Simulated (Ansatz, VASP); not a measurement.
**One calculation of NaH, two programs**

POSCAR

```
NaH
1.0
    3.9532815480      0.0000000000      0.0000000000
   -1.9766407740      3.4236422489      0.0000000000
    0.0000000000      0.0000000000      4.8282923038
Na H
2 2
Direct
    0.3333333333      0.6666666667     -0.0624996820
    0.6666666667      0.3333333333      0.4375003180
    0.3333333333      0.6666666667      0.4374996820
    0.6666666667      0.3333333333      0.9374996820
```

INCAR.step1

```
SYSTEM = NaH
PREC = Accurate
ENCUT = 520
EDIFF = 1E-5
ISMEAR = 0
SIGMA = 0.01
LREAL = .False.
LASPH = .True.
NELM = 60
ALGO = Normal
ISIF = 2
LWAVE = .True.
GGA = PE
NBANDS = 16
```

File INCAR.step2:

```
SYSTEM = NaH
PREC = Accurate
ENCUT = 520
EDIFF = 1E-7
ISMEAR = 0
SIGMA = 0.01
LREAL = .False.
LASPH = .True.
NELM = 60
ALGO = Normal
ISIF = 2
LWAVE = .False.
LCHARG = .True.
GGA = PE
LHFCALC = .True.
HFSCREEN = 0.2079
PRECFOCK = Normal
LELF = .True.
LVHAR = .True.
ISTART = 1
NBANDS = 16
```

Contents of KPOINTS:

```
Automatic mesh
0
Gamma
  6 6 2
  0 0 0
```

Input for Ansatz:

```yaml
crystal:
  lattice:
    - [3.953281548, 0.0, 0.0]
    - [-1.976640774, 3.4236422489, 0.0]
    - [0.0, 0.0, 4.8282923038]
  atoms:
    - { symbol: Na, position: [0.3333333333, 0.6666666667, -0.062499682] }
    - { symbol: Na, position: [0.6666666667, 0.3333333333, 0.437500318] }
    - { symbol: H, position: [0.3333333333, 0.6666666667, 0.437499682] }
    - { symbol: H, position: [0.6666666667, 0.3333333333, 0.937499682] }
kpoints:
  mp_grid: { grid: [6, 6, 2] }
hamiltonian:
  xc: hse06
scf:
  occupations: { method: fixed }
  n_extra_bands: 5
output:
  forces: true
  stress: true
  eigenvalues: true
```

Alike in both runs: task single point; functional HSE06; k mesh 6 × 6 × 2; no spin polarisation.

```csv
,VASP,Ansatz
version,VASP 6.6.1,Ansatz 0.2.0
potentials or method,"VASP PAW PBE potentials, release 64 (Na_pv, H)","plane waves, PAW"
plane-wave cutoff (eV),520,420
occupations,"gaussian, width 0.01 eV",fixed
valence electrons in the cell,16,20
```

```csv
,VASP,Ansatz,Ansatz less VASP
gap on the k mesh at the Fermi level (eV),4.27,4.27,0.000
pressure (GPa),0.1,0.1,+0.01
"traceless stress, the component that is largest in VASP (GPa)",-0.12,-0.08,+0.043
```

VASP's potentials hold 16 valence electrons a cell and Ansatz's 20, so a difference there can come from the potentials and not from the codes. Ansatz's warnings: stress exchange threshold loose, stress scf threshold loose, structure snapped to symmetry.

The k mesh is coarse, so the values compare programs but aren't converged.
